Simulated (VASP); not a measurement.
# NbCd3H3 (Pm-3m) in VASP: notebook

NbCd3H3 is run at these levels: PBE; tasks: single point, relaxation of cell and atoms.

All numbers are computed with VASP 6.6.1; they aren't measurements. Logs are shortened: lines on timing, memory, paths and dates and some standing lists are left out, and cuts for length are marked.

## Step 1: The cell of the first run

The structure is cubic, space group Pm-3m (No. 221). The conventional cell has a = 4.468 Å, b = 4.468 Å, c = 4.468 Å, α = 90.00°, β = 90.00°, γ = 90.00°. Within 3.0 Å of Nb (site symmetry m-3m) lie 6 H at 2.23 Å. Cd (site symmetry 4/mmm) has 4 H at 2.23 Å within 3.0 Å. H (site symmetry 4/mmm) has 2 Nb at 2.23 Å and 4 Cd at 2.23 Å within 3.0 Å.

## Step 2: Single point, PBE

Contents of INCAR:

```
SYSTEM = NbCd3H3
PREC = Accurate
ENCUT = 520
EDIFF = 1E-6
ISMEAR = 0
SIGMA = 0.1
LREAL = .FALSE.
LASPH = .TRUE.
NELM = 80
ALGO = Fast
ISIF = 2
LWAVE = .FALSE.
LCHARG = .FALSE.
GGA = PE
NBANDS = 35
```

Contents of KPOINTS:

```
Automatic mesh
0
G
  8 8 8
  0 0 0
```

Contents of POSCAR:

```
NbCd3H3
1.0
    4.4678120039      0.0000000000      0.0000000000
    0.0000000000      4.4678120039      0.0000000000
    0.0000000000      0.0000000000      4.4678120039
Nb Cd H
1 3 3
Direct
    1.0000000000      0.0000000000      1.0000000000
    1.0000000000      0.5000000000      0.5000000000
    0.5000000000      0.0000000000      0.5000000000
    0.5000000000      0.5000000000      0.0000000000
    0.0000000000      0.0000000000      0.5000000000
    0.5000000000      0.0000000000      0.0000000000
    0.0000000000      0.5000000000      0.0000000000
```

Potentials or basis: VASP PAW PBE potentials, release 64 (Nb_sv, Cd, H).

On the command line:

```console
$ cat potpaw_PBE.64/Nb_sv/POTCAR potpaw_PBE.64/Cd/POTCAR potpaw_PBE.64/H/POTCAR > POTCAR
$ mpirun -np 1 vasp_std > vasp.out
```

OUTCAR:

```text
SYSTEM = NbCd3H3
   PREC = Accurate
   ENCUT = 520
   EDIFF = 1E-6
   ISMEAR = 0
   LREAL = .FALSE.
   LASPH = .TRUE.
   NELM = 80
   ISIF = 2
   GGA = PE

 ion  position               nearest neighbor table
   1  0.000  0.000  0.000-   2 3.16   3 3.16   4 3.16   2 3.16   3 3.16   2 3.16   4 3.16   2 3.16
                             3 3.16   4 3.16   3 3.16   4 3.16
   2  0.000  0.500  0.500-   5 2.23   7 2.23   7 2.23   5 2.23   3 3.16   1 3.16   4 3.16   4 3.16
                             1 3.16   3 3.16   1 3.16   1 3.16   3 3.16   4 3.16   4 3.16   3 3.16
   3  0.500  0.000  0.500-   5 2.23   6 2.23   6 2.23   5 2.23   2 3.16   1 3.16   4 3.16   4 3.16
                             2 3.16   4 3.16   4 3.16   1 3.16   2 3.16   1 3.16   1 3.16   2 3.16
   4  0.500  0.500  0.000-   6 2.23   7 2.23   6 2.23   7 2.23   2 3.16   2 3.16   3 3.16   1 3.16
                             3 3.16   3 3.16   3 3.16   1 3.16   2 3.16   1 3.16   2 3.16   1 3.16
   5  0.000  0.000  0.500-   2 2.23   3 2.23   2 2.23   3 2.23
   6  0.500  0.000  0.000-   3 2.23   4 2.23   3 2.23   4 2.23
   7  0.000  0.500  0.000-   2 2.23   4 2.23   2 2.23   4 2.23

  LATTYP: Found a simple cubic cell.
 ALAT       =     4.4678120039

  Lattice vectors:

 A1 = (   4.4678120039,   0.0000000000,   0.0000000000)
 A2 = (   0.0000000000,   4.4678120039,   0.0000000000)
 A3 = (   0.0000000000,   0.0000000000,   4.4678120039)

Analysis of symmetry for initial positions (statically):
=====================================================================
 Subroutine PRICEL returns:
 Original cell was already a primitive cell.

 Routine SETGRP: Setting up the symmetry group for a
 simple cubic supercell.

 Subroutine GETGRP returns: Found 48 space group operations
 (whereof 48 operations were pure point group operations)
 out of a pool of 48 trial point group operations.

The static configuration has the point symmetry O_h .

Analysis of symmetry for dynamics (positions and initial velocities):
=====================================================================
 Subroutine PRICEL returns:
 Original cell was already a primitive cell.

 Routine SETGRP: Setting up the symmetry group for a
 simple cubic supercell.

 Subroutine GETGRP returns: Found 48 space group operations
 (whereof 48 operations were pure point group operations)
 out of a pool of 48 trial point group operations.

The dynamic configuration has the point symmetry O_h .

 Subroutine INISYM returns: Found 48 space group operations
 (whereof 48 operations are pure point group operations),
 and found     1 'primitive' translations

----------------------------------------------------------------------------------------

                                     Primitive cell

  volume of cell :      89.1835

  direct lattice vectors                    reciprocal lattice vectors
     4.467812004  0.000000000  0.000000000     0.223823205  0.000000000  0.000000000
     0.000000000  4.467812004  0.000000000     0.000000000  0.223823205  0.000000000
     0.000000000  0.000000000  4.467812004     0.000000000  0.000000000  0.223823205

  length of vectors
     4.467812004  4.467812004  4.467812004     0.223823205  0.223823205  0.223823205

  position of ions in fractional coordinates (direct lattice)
     0.000000000  0.000000000  0.000000000
     0.000000000  0.500000000  0.500000000
     0.500000000  0.000000000  0.500000000
     0.500000000  0.500000000  0.000000000
     0.000000000  0.000000000  0.500000000
     0.500000000  0.000000000  0.000000000
     0.000000000  0.500000000  0.000000000

  ion indices of the primitive-cell ions
   primitive index   ion index
                 1           1
                 2           2
                 3           3
                 4           4
                 5           5
                 6           6
                 7           7

----------------------------------------------------------------------------------------

 KPOINTS: Automatic mesh

Automatic generation of k-mesh.
 Grid dimensions read from file:
 generate k-points for:    8    8    8

 Generating k-lattice:

  Cartesian coordinates                     Fractional coordinates (reciprocal lattice)
     0.027977901  0.000000000  0.000000000     0.125000000  0.000000000  0.000000000
     0.000000000  0.027977901  0.000000000     0.000000000  0.125000000  0.000000000
     0.000000000  0.000000000  0.027977901     0.000000000  0.000000000  0.125000000

  Length of vectors
     0.027977901  0.027977901  0.027977901

  Shift w.r.t. Gamma in fractional coordinates (k-lattice)
     0.000000000  0.000000000  0.000000000

 Subroutine IBZKPT returns following result:
 ===========================================

 Found     35 irreducible k-points:

 Following reciprocal coordinates:
            Coordinates               Weight
  0.000000  0.000000  0.000000      1.000000
  0.125000  0.000000  0.000000      6.000000
  0.250000  0.000000  0.000000      6.000000
  0.375000  0.000000  0.000000      6.000000
  0.500000  0.000000  0.000000      3.000000
  0.125000  0.125000  0.000000     12.000000
[... 16 lines left out ...]
  0.375000  0.375000  0.125000     24.000000
  0.500000  0.375000  0.125000     24.000000
 [... further k-points ...]
   k-points           NKPTS =     35   k-points in BZ     NKDIM =     35   number of bands    NBANDS=     35
   number of dos      NEDOS =    301   number of ions     NIONS =      7
   total plane-waves  NPLWV =  46656
   dimension x,y,z NGX =    36 NGY =   36 NGZ =   36
   dimension x,y,z NGXF=    72 NGYF=   72 NGZF=   72
   ions per type =               1   3   3
   NGX,Y,Z   is equivalent  to a cutoff of  13.40, 13.40, 13.40 a.u.
   NGXF,Y,Z  is equivalent  to a cutoff of  26.79, 26.79, 26.79 a.u.
 SYSTEM =  NbCd3H3
   PREC   = accura    normal or accurate (medium, high low for compatibility)
   ISTART =      0    job   : 0-new  1-cont  2-samecut
   ICHARG =      2    charge: 1-file 2-atom 10-const
   ISPIN  =      1    spin polarized calculation?
   LNONCOLLINEAR =      F non collinear calculations
   LSORBIT =      F    spin-orbit coupling
   LASPH  =      T    aspherical Exc in radial PAW
   ENCUT  =  520.0 eV  38.22 Ry    6.18 a.u.   8.31  8.31  8.31*2*pi/ulx,y,z
   NELM   =     80;   NELMIN=  2; NELMDL= -5     # of ELM steps
   EDIFF  = 0.1E-05   stopping-criterion for ELM
   LREAL  =      F    real-space projection
   EDIFFG = 0.1E-04   stopping-criterion for IOM
   NSW    =      0    number of steps for IOM
   IBRION =     -1    ionic relax: 0-MD 1-quasi-New 2-CG
   NFREE  =      0    steps in history (QN), initial steepest desc. (CG)
   ISIF   =      2    stress and relaxation
   ISYM   =      2    0-nonsym 1-usesym 2-fastsym
   POTIM  = 0.5000    time-step for ionic-motion
   TEBEG  =    0.0;   TEEND  =   0.0 temperature during run
   PSTRESS=    0.0 pullay stress
   NELECT =      52.0000    total number of electrons
   NUPDOWN=      -1.0000    fix difference up-down
   EMIN   =  10.00;   EMAX   =-10.00  energy-range for DOS
   EFERMI =   0.00;   METHOD = LEGACY
   ISMEAR =     0;   SIGMA  =   0.10  broadening in eV -4-tet -1-fermi 0-gaus
   EFERMI_NEDOS =   21; number of points for ismear=-14 and -15
   IALGO  =     68    algorithm
   IMIX   =      4    mixing-type and parameters
     AMIX     =   0.40;   BMIX     =  1.00
     AMIX_MAG =   1.60;   BMIX_MAG =  1.00
  volume/ion in A,a.u.               =      12.74        85.98
  Fermi-wavevector in a.u.,A,eV,Ry     =   1.367669  2.584520 25.449955  1.870519
  Thomas-Fermi vector in A             =   2.493701
   LORBIT       =      0    0 simple, 1 ext, 2 COOP (PROOUT), +10 PAW based schemes
   GGA     = PE    functional components
   LHFCALC =     F    Hartree Fock is set to
   AEXX    =    0.0000 exact exchange contribution
   IVDW    =     0    specifies the selected vdW correction
   LEPSILON=     F    determine dielectric tensor
   LRPA    =     F    only Hartree local field effects (RPA)
 non-spin polarized calculation
 RMM-DIIS sequential band-by-band and
 Gauss-broadening in eV      SIGMA  =   0.10
  energy-cutoff  :      520.00
  volume of cell :       89.18
 maximum number of plane-waves:      2469
 NGX is ok and might be reduce to    36
   NGX = 17   NGY = 17   NGZ = 17

 number of electron      52.0000037 magnetization

 Free energy of the ion-electron system (eV)
  ---------------------------------------------------
  ext. energy  EPLUGINS =         0.00000000
  ---------------------------------------------------
  free energy    TOTEN  =       -19.45836988 eV

  energy without entropy =      -19.44085532  energy(sigma->0) =      -19.44961260

 E-fermi :   5.4625     XC(G=0): -11.4939

 val. band max:        5.4604674844   @ k =   0.5000   0.5000   0.2500
 cond. band min:       5.4650182644   @ k =   0.5000   0.3750   0.2500
 fundamental gap:      0.0045507800
 Fermi energy:         5.4624932055

 k-point     1 :       0.0000    0.0000    0.0000
  band No.  band energies     occupation
      1     -49.9006      2.00000
      2     -26.0054      2.00000
      3     -26.0054      2.00000
      4     -26.0054      2.00000
      5      -5.5148      2.00000
      6      -5.2596      2.00000
[... 27 lines left out ...]
     34      10.2276      0.00000
     35      10.6533      0.00000

 k-point     2 :       0.1250    0.0000    0.0000
  band No.  band energies     occupation
      1     -49.9006      2.00000
      2     -26.0081      2.00000
      3     -26.0054      2.00000
      4     -26.0054      2.00000
      5      -5.4174      2.00000
      6      -5.2200      2.00000
[... 27 lines left out ...]
     34      10.3428      0.00000
     35      10.3428      0.00000

 k-point     3 :       0.2500    0.0000    0.0000
  band No.  band energies     occupation
      1     -49.9004      2.00000
      2     -26.0147      2.00000
      3     -26.0055      2.00000
      4     -26.0055      2.00000
      5      -5.2130      2.00000
      6      -5.0710      2.00000
[... 27 lines left out ...]
     34      10.2555      0.00000
     35      10.7431      0.00000

 k-point     4 :       0.3750    0.0000    0.0000
  band No.  band energies     occupation
      1     -49.9003      2.00000
      2     -26.0213      2.00000
      3     -26.0055      2.00000
      4     -26.0055      2.00000
      5      -5.1014      2.00000
      6      -4.8009      2.00000
[... 27 lines left out ...]
     34       9.7442      0.00000
     35      12.0837      0.00000

 k-point     5 :       0.5000    0.0000    0.0000
  band No.  band energies     occupation
      1     -49.9002      2.00000
      2     -26.0241      2.00000
      3     -26.0055      2.00000
      4     -26.0055      2.00000
      5      -5.0641      2.00000
      6      -4.6896      2.00000
[... 638 lines left out ...]
 k-point    22 :       0.5000    0.2500    0.1250
  band No.  band energies     occupation
      1     -49.9000      2.00000
      2     -26.0229      2.00000
      3     -26.0138      2.00000
      4     -26.0078      2.00000
      5      -4.7629      2.00000
      6      -4.5341      2.00000
[... 27 lines left out ...]
     34      10.5861      0.00000
     35      11.9280      0.00000

 k-point    23 :       0.3750    0.3750    0.1250
  band No.  band energies     occupation
      1     -49.8999      2.00000
      2     -26.0200      2.00000
      3     -26.0195      2.00000
      4     -26.0078      2.00000
      5      -4.5862      2.00000
      6      -4.5810      2.00000
[... 27 lines left out ...]
     34      11.4135      0.00000
     35      11.9571      0.00000

 k-point    24 :       0.5000    0.3750    0.1250
  band No.  band energies     occupation
      1     -49.8999      2.00000
      2     -26.0222      2.00000
      3     -26.0195      2.00000
      4     -26.0078      2.00000
      5      -4.5539      2.00000
      6      -4.4777      2.00000
[... 27 lines left out ...]
     34      11.1611      0.00000
     35      12.0261      0.00000

 [... further k-points ...]
[... 5 lines left out ...]
  --------------------------------------------------------------------------------------
  -------------------------------------------------------------------------------------
  Total        0.2012338      0.2012338      0.2012338      0.0000000     -0.0000000      0.0000000
  in kB        3.6151544      3.6151544      3.6151544      0.0000000     -0.0000000      0.0000000
  external PRESSURE =       3.6151544 kB  Pullay stress =       0.0000000 kB

 VOLUME and BASIS-vectors are now :
 -----------------------------------------------------------------------------
  energy-cutoff  :      520.00
  volume of cell :       89.18
      direct lattice vectors                 reciprocal lattice vectors
     4.467812004  0.000000000  0.000000000     0.223823205  0.000000000  0.000000000
     0.000000000  4.467812004  0.000000000     0.000000000  0.223823205  0.000000000
     0.000000000  0.000000000  4.467812004     0.000000000  0.000000000  0.223823205

 POSITION                                       TOTAL-FORCE (eV/Angst)
 -----------------------------------------------------------------------------------
      0.00000      0.00000      0.00000         0.000000      0.000000      0.000000
      0.00000      2.23391      2.23391         0.000000      0.000000      0.000000
      2.23391      0.00000      2.23391         0.000000      0.000000      0.000000
      2.23391      2.23391      0.00000         0.000000      0.000000      0.000000
      0.00000      0.00000      2.23391         0.000000      0.000000      0.000000
      2.23391      0.00000      0.00000         0.000000      0.000000      0.000000
      0.00000      2.23391      0.00000         0.000000      0.000000      0.000000
 -----------------------------------------------------------------------------------
    total drift:                                0.000000      0.000000      0.000000

  FREE ENERGIE OF THE ION-ELECTRON SYSTEM (eV)
  ---------------------------------------------------
  free  energy   TOTEN  =       -19.4583698819 eV

  energy  without entropy=      -19.4408553235  energy(sigma->0) =      -19.44961260
```

It took 5.1 min on 1 thread of Oxide Virtual Turin-like, shared host; peak memory 0.23 GiB.

What came out:

| Quantity | Value |
| --- | --- |
| Free energy | -19.4584 eV |
| Pressure | 0.4 GPa |
| Band gap on the k mesh | zero (band 26 reaches 6.07 eV, above the bottom of band 27 at 5.18 eV) |

(Part 1 of 2 ends here.)
